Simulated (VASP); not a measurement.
# Si7Ge (P-43m) in VASP: further runs

Runs on Si7Ge. Level: PBEsol. Tasks: single point.

Program: VASP 6.6.1. These are calculated values, not measurements. Logs are shortened: lines on timing, memory, paths and dates and some standing lists are left out, and cuts for length are marked.

### Step 1. The cell of the first run

Symmetry: P-43m, No. 215, cubic system. The conventional cell has a = 5.151 Å, b = 5.151 Å, c = 5.151 Å, α = 90.00°, β = 90.00°, γ = 90.00°. Within 2.9 Å of Si (site symmetry 3m) lie 3 Si at 2.22 Å and 1 Ge at 2.25 Å. Si (site symmetry -42m) has 4 Si at 2.22 Å within 2.9 Å. Ge (site symmetry -43m) has 4 Si at 2.25 Å within 3.0 Å.

### Step 2. Single point, PBEsol (17.08 Å³/atom)

File INCAR:

```
SYSTEM = Si7Ge
PREC = Accurate
ENCUT = 520
EDIFF = 1E-6
ISMEAR = 0
SIGMA = 0.03
LREAL = .FALSE.
LASPH = .TRUE.
NELM = 100
ALGO = Normal
ISIF = 2
LWAVE = .FALSE.
LCHARG = .FALSE.
GGA = PS
NBANDS = 31
```

File KPOINTS:

```
regular mesh
0
G
  8 8 8
  0 0 0
```

File POSCAR:

```
Si7Ge
1.0
    5.1507178438      0.0000000000      0.0000000000
    0.0000000000      5.1507178438      0.0000000000
    0.0000000000      0.0000000000      5.1507178438
Si Ge
7 1
Direct
    0.2525986838      0.2525986838      0.2525986838
    0.0000000000      0.5000000000      0.5000000000
    0.5000000000      0.5000000000      0.0000000000
    0.5000000000      0.0000000000      0.5000000000
    0.7474013162      0.2525986838      0.7474013162
    0.7474013162      0.7474013162      0.2525986838
    0.2525986838      0.7474013162      0.7474013162
    0.0000000000      0.0000000000      0.0000000000
```

Potentials or basis: VASP PAW PBE potentials, release 64 (Si, Ge_d).

Run with:

```bash
$ cat potpaw_PBE.64/Si/POTCAR potpaw_PBE.64/Ge_d/POTCAR > POTCAR
$ mpirun -np 1 vasp_std > vasp.out
```

OUTCAR:

```text
SYSTEM = Si7Ge
   PREC = Accurate
   ENCUT = 520
   EDIFF = 1E-6
   ISMEAR = 0
   LREAL = .FALSE.
   LASPH = .TRUE.
   NELM = 100
   ISIF = 2
   GGA = PS

 ion  position               nearest neighbor table
   1  0.253  0.253  0.253-   2 2.22   3 2.22   4 2.22   8 2.25
   2  0.000  0.500  0.500-   1 2.22   5 2.22   6 2.22   7 2.22
   3  0.500  0.500  0.000-   1 2.22   5 2.22   6 2.22   7 2.22
   4  0.500  0.000  0.500-   1 2.22   5 2.22   6 2.22   7 2.22
   5  0.747  0.253  0.747-   2 2.22   3 2.22   4 2.22   8 2.25
   6  0.747  0.747  0.253-   2 2.22   3 2.22   4 2.22   8 2.25
   7  0.253  0.747  0.747-   2 2.22   3 2.22   4 2.22   8 2.25
   8  0.000  0.000  0.000-   1 2.25   5 2.25   6 2.25   7 2.25

  LATTYP: Found a simple cubic cell.
 ALAT       =     5.1507178438

  Lattice vectors:

 A1 = (   5.1507178438,   0.0000000000,   0.0000000000)
 A2 = (   0.0000000000,   5.1507178438,   0.0000000000)
 A3 = (   0.0000000000,   0.0000000000,   5.1507178438)

Analysis of symmetry for initial positions (statically):
=====================================================================
 Subroutine PRICEL returns:
 Original cell was already a primitive cell.

 Routine SETGRP: Setting up the symmetry group for a
 simple cubic supercell.

 Subroutine GETGRP returns: Found 24 space group operations
 (whereof 24 operations were pure point group operations)
 out of a pool of 48 trial point group operations.

The static configuration has the point symmetry T_d .

Analysis of symmetry for dynamics (positions and initial velocities):
=====================================================================
 Subroutine PRICEL returns:
 Original cell was already a primitive cell.

 Routine SETGRP: Setting up the symmetry group for a
 simple cubic supercell.

 Subroutine GETGRP returns: Found 24 space group operations
 (whereof 24 operations were pure point group operations)
 out of a pool of 48 trial point group operations.

The dynamic configuration has the point symmetry T_d .

 Subroutine INISYM returns: Found 24 space group operations
 (whereof 24 operations are pure point group operations),
 and found     1 'primitive' translations

----------------------------------------------------------------------------------------

                                     Primitive cell

  volume of cell :     136.6480

  direct lattice vectors                    reciprocal lattice vectors
     5.150717844  0.000000000  0.000000000     0.194147696  0.000000000  0.000000000
     0.000000000  5.150717844  0.000000000     0.000000000  0.194147696  0.000000000
     0.000000000  0.000000000  5.150717844     0.000000000  0.000000000  0.194147696

  length of vectors
     5.150717844  5.150717844  5.150717844     0.194147696  0.194147696  0.194147696

  position of ions in fractional coordinates (direct lattice)
     0.252598684  0.252598684  0.252598684
     0.000000000  0.500000000  0.500000000
     0.500000000  0.500000000  0.000000000
     0.500000000  0.000000000  0.500000000
     0.747401316  0.252598684  0.747401316
     0.747401316  0.747401316  0.252598684
     0.252598684  0.747401316  0.747401316
     0.000000000  0.000000000  0.000000000

  ion indices of the primitive-cell ions
   primitive index   ion index
                 1           1
                 2           2
                 3           3
                 4           4
                 5           5
                 6           6
                 7           7
                 8           8

----------------------------------------------------------------------------------------

 KPOINTS: regular mesh

Automatic generation of k-mesh.
 Grid dimensions read from file:
 generate k-points for:    8    8    8

 Generating k-lattice:

  Cartesian coordinates                     Fractional coordinates (reciprocal lattice)
     0.024268462  0.000000000  0.000000000     0.125000000  0.000000000  0.000000000
     0.000000000  0.024268462  0.000000000     0.000000000  0.125000000  0.000000000
     0.000000000  0.000000000  0.024268462     0.000000000  0.000000000  0.125000000

  Length of vectors
     0.024268462  0.024268462  0.024268462

  Shift w.r.t. Gamma in fractional coordinates (k-lattice)
     0.000000000  0.000000000  0.000000000

 Subroutine IBZKPT returns following result:
 ===========================================

 Found     35 irreducible k-points:

 Following reciprocal coordinates:
            Coordinates               Weight
  0.000000  0.000000  0.000000      1.000000
  0.125000  0.000000  0.000000      6.000000
  0.250000  0.000000  0.000000      6.000000
  0.375000  0.000000  0.000000      6.000000
  0.500000  0.000000  0.000000      3.000000
  0.125000  0.125000  0.000000     12.000000
[... 16 lines left out ...]
  0.375000  0.375000  0.125000     24.000000
  0.500000  0.375000  0.125000     24.000000
 [... further k-points ...]
   k-points           NKPTS =     35   k-points in BZ     NKDIM =     35   number of bands    NBANDS=     31
   number of dos      NEDOS =    301   number of ions     NIONS =      8
   total plane-waves  NPLWV =  64000
   dimension x,y,z NGX =    40 NGY =   40 NGZ =   40
   dimension x,y,z NGXF=    80 NGYF=   80 NGZF=   80
   ions per type =               7   1
   NGX,Y,Z   is equivalent  to a cutoff of  12.91, 12.91, 12.91 a.u.
   NGXF,Y,Z  is equivalent  to a cutoff of  25.82, 25.82, 25.82 a.u.
 SYSTEM =  Si7Ge
   PREC   = accura    normal or accurate (medium, high low for compatibility)
   ISTART =      0    job   : 0-new  1-cont  2-samecut
   ICHARG =      2    charge: 1-file 2-atom 10-const
   ISPIN  =      1    spin polarized calculation?
   LNONCOLLINEAR =      F non collinear calculations
   LSORBIT =      F    spin-orbit coupling
   LASPH  =      T    aspherical Exc in radial PAW
   ENCUT  =  520.0 eV  38.22 Ry    6.18 a.u.   9.58  9.58  9.58*2*pi/ulx,y,z
   NELM   =    100;   NELMIN=  2; NELMDL= -5     # of ELM steps
   EDIFF  = 0.1E-05   stopping-criterion for ELM
   LREAL  =      F    real-space projection
   EDIFFG = 0.1E-04   stopping-criterion for IOM
   NSW    =      0    number of steps for IOM
   IBRION =     -1    ionic relax: 0-MD 1-quasi-New 2-CG
   NFREE  =      0    steps in history (QN), initial steepest desc. (CG)
   ISIF   =      2    stress and relaxation
   ISYM   =      2    0-nonsym 1-usesym 2-fastsym
   POTIM  = 0.5000    time-step for ionic-motion
   TEBEG  =    0.0;   TEEND  =   0.0 temperature during run
   PSTRESS=    0.0 pullay stress
   NELECT =      42.0000    total number of electrons
   NUPDOWN=      -1.0000    fix difference up-down
   EMIN   =  10.00;   EMAX   =-10.00  energy-range for DOS
   EFERMI =   0.00;   METHOD = LEGACY
   ISMEAR =     0;   SIGMA  =   0.03  broadening in eV -4-tet -1-fermi 0-gaus
   EFERMI_NEDOS =   21; number of points for ismear=-14 and -15
   IALGO  =     38    algorithm
   IMIX   =      4    mixing-type and parameters
     AMIX     =   0.40;   BMIX     =  1.00
     AMIX_MAG =   1.60;   BMIX_MAG =  1.00
  volume/ion in A,a.u.               =      17.08       115.27
  Fermi-wavevector in a.u.,A,eV,Ry     =   1.104817  2.087801 16.607538  1.220620
  Thomas-Fermi vector in A             =   2.241295
   LORBIT       =      0    0 simple, 1 ext, 2 COOP (PROOUT), +10 PAW based schemes
   GGA     = PS    functional components
   LHFCALC =     F    Hartree Fock is set to
   AEXX    =    0.0000 exact exchange contribution
   IVDW    =     0    specifies the selected vdW correction
   LEPSILON=     F    determine dielectric tensor
   LRPA    =     F    only Hartree local field effects (RPA)
 non-spin polarized calculation
 Gauss-broadening in eV      SIGMA  =   0.03
  energy-cutoff  :      520.00
  volume of cell :      136.65
 maximum number of plane-waves:      3743
 NGX is ok and might be reduce to    40
   NGX = 19   NGY = 19   NGZ = 19

 number of electron      42.0000003 magnetization

 Free energy of the ion-electron system (eV)
  ---------------------------------------------------
  ext. energy  EPLUGINS =         0.00000000
  ---------------------------------------------------
  free energy    TOTEN  =       -43.51488877 eV

  energy without entropy =      -43.51475610  energy(sigma->0) =      -43.51482244

 E-fermi :   7.5357     XC(G=0): -10.3465

 val. band max:        7.5214511886   @ k =   0.0000   0.0000   0.0000
 cond. band min:       7.5979222400   @ k =   0.1250   0.0000   0.0000
 fundamental gap:      0.0764710513
 Fermi energy:         7.5356561744

 k-point     1 :       0.0000    0.0000    0.0000
  band No.  band energies     occupation
      1     -16.7432      2.00000
      2     -16.7432      2.00000
      3     -16.7432      2.00000
      4     -16.6992      2.00000
      5     -16.6992      2.00000
      6      -5.8646      2.00000
[... 23 lines left out ...]
     30      10.1459      0.00000
     31      12.5066      0.00000

 k-point     2 :       0.1250    0.0000    0.0000
  band No.  band energies     occupation
      1     -16.7432      2.00000
      2     -16.7432      2.00000
      3     -16.7432      2.00000
      4     -16.6992      2.00000
      5     -16.6991      2.00000
      6      -5.7863      2.00000
[... 23 lines left out ...]
     30      10.5842      0.00000
     31      12.8467      0.00000

 k-point     3 :       0.2500    0.0000    0.0000
  band No.  band energies     occupation
      1     -16.7432      2.00000
      2     -16.7432      2.00000
      3     -16.7432      2.00000
      4     -16.6992      2.00000
      5     -16.6990      2.00000
      6      -5.5524      2.00000
[... 23 lines left out ...]
     30      11.5382      0.00000
     31      12.8713      0.00000

 k-point     4 :       0.3750    0.0000    0.0000
  band No.  band energies     occupation
      1     -16.7433      2.00000
      2     -16.7433      2.00000
      3     -16.7432      2.00000
      4     -16.6991      2.00000
      5     -16.6988      2.00000
      6      -5.1675      2.00000
[... 635 lines left out ...]
     30      12.1364      0.00000
     31      12.2823      0.00000

 k-point    23 :       0.3750    0.3750    0.1250
  band No.  band energies     occupation
      1     -16.7435      2.00000
      2     -16.7433      2.00000
      3     -16.7433      2.00000
      4     -16.6989      2.00000
      5     -16.6986      2.00000
      6      -4.4372      2.00000
[... 23 lines left out ...]
     30      12.7763      0.00000
     31      12.8250      0.00000

 k-point    24 :       0.5000    0.3750    0.1250
  band No.  band energies     occupation
      1     -16.7435      2.00000
      2     -16.7434      2.00000
      3     -16.7433      2.00000
      4     -16.6989      2.00000
      5     -16.6986      2.00000
      6      -4.0608      2.00000
[... 23 lines left out ...]
     30      12.6343      0.00000
     31      12.6949      0.00000

 [... further k-points ...]
[... 5 lines left out ...]
  --------------------------------------------------------------------------------------
  -------------------------------------------------------------------------------------
  Total       19.5425735     19.5425735     19.5425735     -0.0000000      0.0000000      0.0000000
  in kB      229.1337473    229.1337473    229.1337473     -0.0000000      0.0000000      0.0000000
  external PRESSURE =     229.1337473 kB  Pullay stress =       0.0000000 kB

 VOLUME and BASIS-vectors are now :
 -----------------------------------------------------------------------------
  energy-cutoff  :      520.00
  volume of cell :      136.65
      direct lattice vectors                 reciprocal lattice vectors
     5.150717844  0.000000000  0.000000000     0.194147696  0.000000000  0.000000000
     0.000000000  5.150717844  0.000000000     0.000000000  0.194147696  0.000000000
     0.000000000  0.000000000  5.150717844     0.000000000  0.000000000  0.194147696

 POSITION                                       TOTAL-FORCE (eV/Angst)
 -----------------------------------------------------------------------------------
      1.30106      1.30106      1.30106        -0.010786     -0.010786     -0.010786
      0.00000      2.57536      2.57536        -0.000000      0.000000      0.000000
      2.57536      2.57536      0.00000        -0.000000      0.000000      0.000000
      2.57536      0.00000      2.57536        -0.000000      0.000000      0.000000
      3.84965      1.30106      3.84965         0.010786     -0.010786      0.010786
      3.84965      3.84965      1.30106         0.010786      0.010786     -0.010786
      1.30106      3.84965      3.84965        -0.010786      0.010786      0.010786
      0.00000      0.00000      0.00000        -0.000000      0.000000      0.000000
 -----------------------------------------------------------------------------------
    total drift:                                0.000000      0.000000      0.000000

  FREE ENERGIE OF THE ION-ELECTRON SYSTEM (eV)
  ---------------------------------------------------
  free  energy   TOTEN  =       -43.5148887699 eV

  energy  without entropy=      -43.5147561018  energy(sigma->0) =      -43.51482244
```

Wall time 2.1 min (1 thread of Intel Xeon 6975P-C (Granite Rapids), shared host); peak memory 0.31 GiB.

What came out:

```
Free energy            : -43.5149 eV
Pressure               : 22.9 GPa
Largest force          : 0.019 eV/Å
Band gap on the k mesh : zero (filled and empty bands touch)
```

Forces in eV/Å, atoms in the order of the input:
```
Si  -0.011 -0.011 -0.011
Si   0.000  0.000  0.000
Si   0.000  0.000  0.000
Si   0.000  0.000  0.000
Si   0.011 -0.011  0.011
Si   0.011  0.011 -0.011
Si  -0.011  0.011  0.011
Ge   0.000  0.000  0.000
```

Caveat: the cell stands under pressure; semilocal functionals underestimate gaps, and a narrow one can read as zero; the PAW data sets were made with another functional, which shifts forces and pressure a little.

[end of part 1 of 2]

The gap in the log of VASP goes by the Fermi energy; the results here count the filled bands.